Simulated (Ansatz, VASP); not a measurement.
## Sr: VASP beside Ansatz

```
CELL_PARAMETERS angstrom
0.00000 3.00123 3.00123
3.00123 0.00000 3.00123
3.00123 3.00123 0.00000
ATOMIC_POSITIONS crystal
Sr 0.00000 0.00000 0.00000
```

Change from the starting cell: volume scaled by 0.96.

Alike in both runs: task single point; functional LDA; k mesh 10 × 10 × 10; occupations fermi-dirac, width 0.08 eV; no spin polarisation.

|  | VASP | Ansatz |
| --- | --- | --- |
| version | VASP 6.6.1 | Ansatz 0.2.0 |
| potentials or method | VASP PAW LDA potentials, release 64 (Sr_sv), cutoff 520 eV | all-electron LAPW, scalar-relativistic |

|  | VASP | Ansatz | Ansatz less VASP |
| --- | --- | --- | --- |
| pressure (GPa) | -1.2 | -1.2 | 0.00 |

LDA's correlation is that of Perdew and Zunger in VASP and of Perdew and Wang (1992) in Ansatz. Ansatz ran all-electron here, and VASP with PAW potentials.
